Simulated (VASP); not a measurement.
# BaO (R-3m) in VASP: single point with HSE06

Aim: the single point of BaO with HSE06.

All numbers are computed with VASP 6.6.1; they aren't measurements. Logs are shortened: lines on timing, memory, paths and dates and some standing lists are left out, and cuts for length are marked.

**1. The cell of the first run**

The structure is trigonal, space group R-3m (No. 166). Conventional cell: a = 3.881 Å, b = 3.881 Å, c = 9.685 Å, α = 90.00°, β = 90.00°, γ = 120.00°. Ba (site symmetry -3m) has 6 O at 2.76 Å within 3.6 Å. O (site symmetry -3m) has 6 Ba at 2.76 Å within 3.6 Å.

**2. Single point, HSE06 (epitaxial 111 strain -1.0%)**

Contents of POSCAR:

```
BaO
1.0
    0.0344438548      2.7786671095      2.7786671095
    2.7786671095      0.0344438548      2.7786671095
    2.7786671095      2.7786671095      0.0344438548
Ba O
1 1
Direct
    0.0000000000      0.0000000000      0.0000000000
    0.5000000000      0.5000000000      0.5000000000
```

Contents of INCAR.step1:

```
SYSTEM = BaO
PREC     = Accurate       ! precision mode
ENCUT    = 520            ! plane-wave cutoff, eV
EDIFF    = 1E-5           ! SCF threshold, eV
ISMEAR   = 0              ! smearing method
SIGMA    = 0.01           ! smearing width, eV
LREAL    = .False.        ! projectors in reciprocal space
LASPH    = .True.         ! aspherical terms in the spheres
NELM     = 120            ! most SCF steps
ALGO     = Normal         ! electronic algorithm
ISIF     = 2              ! what is computed and relaxed
LWAVE    = .True.         ! write WAVECAR
LCHARG   = .False.        ! write CHGCAR
NBANDS   = 15             ! bands
GGA      = PE             ! functional
GGA_COMPAT= .False.
```

Contents of INCAR.step2:

```
SYSTEM = BaO
PREC     = Accurate       ! precision mode
ENCUT    = 520            ! plane-wave cutoff, eV
EDIFF    = 1E-6           ! SCF threshold, eV
ISMEAR   = 0              ! smearing method
SIGMA    = 0.01           ! smearing width, eV
LREAL    = .False.        ! projectors in reciprocal space
LASPH    = .True.         ! aspherical terms in the spheres
NELM     = 120            ! most SCF steps
ALGO     = Normal         ! electronic algorithm
ISIF     = 2              ! what is computed and relaxed
LWAVE    = .False.        ! write WAVECAR
LCHARG   = .False.        ! write CHGCAR
GGA      = PE             ! functional
LHFCALC  = .True.         ! exact exchange
HFSCREEN = 0.2079         ! screening, 1/A
PRECFOCK = Normal       
NBANDS   = 15             ! bands
ISTART   = 1            
GGA_COMPAT= .False.
```

Contents of KPOINTS:

```
regular mesh
0
Gamma
  6 6 6
  0 0 0
```

Potentials or basis: VASP PAW PBE potentials, release 64 (Ba_sv, O).

Started as:

```bash
> cat potpaw_PBE.64/Ba_sv/POTCAR potpaw_PBE.64/O/POTCAR > POTCAR
> cp INCAR.step1 INCAR
> mpirun -np 1 vasp_std > vasp.out
> cp INCAR.step2 INCAR
> mpirun -np 1 vasp_std > vasp.out
```

OUTCAR:

```text
SYSTEM = BaO
   PREC = Accurate
   ENCUT = 520
   EDIFF = 1E-6
   ISMEAR = 0
   LREAL = .False.
   LASPH = .True.
   NELM = 120
   ISIF = 2
   GGA = PE
   LHFCALC = .True.
   HFSCREEN = 0.2079
   PRECFOCK = Normal
   ISTART = 1

 ion  position               nearest neighbor table
   1  0.000  0.000  0.000-   2 2.76   2 2.76   2 2.76   2 2.76   2 2.76   2 2.76
   2  0.500  0.500  0.500-   1 2.76   1 2.76   1 2.76   1 2.76   1 2.76   1 2.76

  LATTYP: Found a trigonal (rhomboedric) cell.
 ALAT       =     3.9297796618
 COS(alpha) =     0.5123564557

  Lattice vectors:

 A1 = (   0.0344438548,   2.7786671095,   2.7786671095)
 A2 = (   2.7786671095,   0.0344438548,   2.7786671095)
 A3 = (   2.7786671095,   2.7786671095,   0.0344438548)

Analysis of symmetry for initial positions (statically):
=====================================================================
 Subroutine PRICEL returns:
 Original cell was already a primitive cell.

 Routine SETGRP: Setting up the symmetry group for a
 trigonal (rhombohedral) supercell.

 Subroutine GETGRP returns: Found 12 space group operations
 (whereof 12 operations were pure point group operations)
 out of a pool of 12 trial point group operations.

The static configuration has the point symmetry D_3d.

Analysis of symmetry for dynamics (positions and initial velocities):
=====================================================================
 Subroutine PRICEL returns:
 Original cell was already a primitive cell.

 Routine SETGRP: Setting up the symmetry group for a
 trigonal (rhombohedral) supercell.

 Subroutine GETGRP returns: Found 12 space group operations
 (whereof 12 operations were pure point group operations)
 out of a pool of 12 trial point group operations.

The dynamic configuration has the point symmetry D_3d.

 Subroutine INISYM returns: Found 12 space group operations
 (whereof 12 operations are pure point group operations),
 and found     1 'primitive' translations

----------------------------------------------------------------------------------------

                                     Primitive cell

  volume of cell :      42.1103

  direct lattice vectors                    reciprocal lattice vectors
     0.034443855  2.778667110  2.778667110    -0.183323228  0.181078611  0.181078611
     2.778667110  0.034443855  2.778667110     0.181078611 -0.183323228  0.181078611
     2.778667110  2.778667110  0.034443855     0.181078611  0.181078611 -0.183323228

  length of vectors
     3.929779662  3.929779662  3.929779662     0.314938617  0.314938617  0.314938617

[... 101 lines left out ...]
  volume/ion in A,a.u.               =      21.06       142.09
  Fermi-wavevector in a.u.,A,eV,Ry     =   1.185728  2.240702 19.129136  1.405952
  Thomas-Fermi vector in A             =   2.321916
   LORBIT       =      0    0 simple, 1 ext, 2 COOP (PROOUT), +10 PAW based schemes
   GGA     = PE    functional components
   LHFCALC =     T    Hartree Fock is set to
   PRECFOCK=normal    Normal, Fast or Accurate (Low or Medium for compatibility)
   ENCUT4O =  -1.0   cutoff for four orbital integrals eV
   NKREDX  =     1    reduce k-point grid by
   NKREDY  =     1    reduce k-point grid by
   NKREDZ  =     1    reduce k-point grid by
   AEXX    =    0.2500 exact exchange contribution
   HFSCREEN=    0.2079 screening length (either q_TF or 0.3 A-1)
   HFSCREENC=   0.2079 screening length for correlation (either q_TF or 0.3 A-1)
   ENCUTFOCK=  -1.0 apply spherical cutoff to Coloumb kernel
   IVDW    =     0    specifies the selected vdW correction
   LEPSILON=     F    determine dielectric tensor
   LRPA    =     F    only Hartree local field effects (RPA)
 non-spin polarized calculation
 Gauss-broadening in eV      SIGMA  =   0.01
  energy-cutoff  :      520.00
  volume of cell :       42.11
 maximum number of plane-waves:      1147
 NGX is ok and might be reduce to    30
  NGX = 24; NGY = 24; NGZ = 24

 number of electron      15.9999997 magnetization

 Free energy of the ion-electron system (eV)
  ---------------------------------------------------
  ext. energy  EPLUGINS =         0.00000000
  ---------------------------------------------------
  free energy    TOTEN  =       -13.85299884 eV

  energy without entropy =      -13.85299884  energy(sigma->0) =      -13.85299884

 E-fermi :   1.1211     XC(G=0):  -7.9871

 val. band max:        0.9904272267   @ k =   0.5000   0.5000   0.0000
 cond. band min:       4.2053849349   @ k =   0.5000   0.5000   0.0000
 fundamental gap:      3.2149577082
 Fermi energy:         1.1211450722

 k-point     1 :       0.0000    0.0000    0.0000
  band No.  band energies     occupation
      1     -26.4256      2.00000
      2     -15.5561      2.00000
      3      -9.8414      2.00000
      4      -9.8065      2.00000
      5      -9.8065      2.00000
      6       0.5595      2.00000
      7       0.5752      2.00000
      8       0.5752      2.00000
      9       5.8996      0.00000
     10       6.9417      0.00000
     11       7.1646      0.00000
     12       7.1646      0.00000
     13       9.4584      0.00000
     14       9.4584      0.00000
[... 401 lines left out ...]
      2     -15.9077      2.00000
      3     -11.2334      2.00000
      4     -10.7350      2.00000
      5     -10.0458      2.00000
      6      -0.1910      2.00000
      7       0.7320      2.00000
      8       0.8626      2.00000
      9       5.5675      0.00000
     10       8.6850      0.00000
     11       9.2180      0.00000
     12      12.2725      0.00000
     13      12.5005      0.00000
     14      14.8302      0.00000
     15      15.1115      0.00000

 [... further k-points ...]

------------------------ aborting loop because EDIFF is reached ----------------------------------------

  FORCE on cell =-STRESS in cart. coord.  units (eV):
  Direction    XX          YY          ZZ          XY          YZ          ZX
  --------------------------------------------------------------------------------------
  -------------------------------------------------------------------------------------
  Total        0.5286885      0.5286885      0.5286885     -0.1272940     -0.1272940     -0.1272940
  in kB       20.1150750     20.1150750     20.1150750     -4.8431701     -4.8431701     -4.8431701
  external PRESSURE =      20.1150750 kB  Pullay stress =       0.0000000 kB

 VOLUME and BASIS-vectors are now :
 -----------------------------------------------------------------------------
  energy-cutoff  :      520.00
  volume of cell :       42.11
      direct lattice vectors                 reciprocal lattice vectors
     0.034443855  2.778667110  2.778667110    -0.183323228  0.181078611  0.181078611
     2.778667110  0.034443855  2.778667110     0.181078611 -0.183323228  0.181078611
     2.778667110  2.778667110  0.034443855     0.181078611  0.181078611 -0.183323228

 POSITION                                       TOTAL-FORCE (eV/Angst)
 -----------------------------------------------------------------------------------
      0.00000      0.00000      0.00000         0.000000      0.000000      0.000000
      2.79589      2.79589      2.79589        -0.000000     -0.000000     -0.000000
 -----------------------------------------------------------------------------------
    total drift:                                0.000000      0.000000      0.000000

  FREE ENERGIE OF THE ION-ELECTRON SYSTEM (eV)
  ---------------------------------------------------
  free  energy   TOTEN  =       -13.8529988444 eV

  energy  without entropy=      -13.8529988444  energy(sigma->0) =      -13.85299884
```

OSZICAR.step1:

```text
N       E                     dE             d eps       ncg     rms          rms(c)
DAV:   1     0.777065595877E+02    0.77707E+02   -0.78595E+03   960   0.985E+02
DAV:   2    -0.105551257887E+02   -0.88262E+02   -0.78530E+02  1342   0.198E+02
DAV:   3    -0.143565704518E+02   -0.38014E+01   -0.37726E+01  1214   0.420E+01
DAV:   4    -0.144040171822E+02   -0.47447E-01   -0.47441E-01  1129   0.492E+00
DAV:   5    -0.144048724391E+02   -0.85526E-03   -0.85525E-03  1212   0.564E-01    0.961E+00
DAV:   6    -0.120319861090E+02    0.23729E+01   -0.87218E+00   981   0.220E+01    0.628E+00
DAV:   7    -0.118053843772E+02    0.22660E+00   -0.63255E-01  1060   0.623E+00    0.225E+00
DAV:   8    -0.117810073635E+02    0.24377E-01   -0.10046E-01  1198   0.318E+00    0.532E-01
DAV:   9    -0.117809266628E+02    0.80701E-04   -0.94480E-03  1072   0.913E-01    0.161E-01
DAV:  10    -0.117821631528E+02   -0.12365E-02   -0.25914E-03  1016   0.398E-01    0.489E-02
DAV:  11    -0.117821384804E+02    0.24672E-04   -0.16641E-04  1163   0.111E-01    0.252E-02
DAV:  12    -0.117821459112E+02   -0.74308E-05   -0.22137E-05  1008   0.409E-02
   1 F= -.11782146E+02 E0= -.11782146E+02  d E =-.602442E-57
```

Run time: 2.1 h. Hardware: 1 thread of Intel Xeon 8259CL, shared host; peak memory 0.31 GiB.

Results:

* Free energy: -13.8530 eV
* Pressure: 2.0 GPa
* Band gap on the k mesh: 3.21 eV

Stress tensor (GPa, compression positive):
```
 2.01 -0.48 -0.48
-0.48  2.01 -0.48
-0.48 -0.48  2.01
```

Caveat: the cell differs from its parent crystal (epitaxial 111 strain -1.0%); the PAW data sets were made with another functional, which shifts forces and pressure a little; spin-orbit coupling is left out, which moves the levels of the heavy elements. A k mesh can miss the band edges.
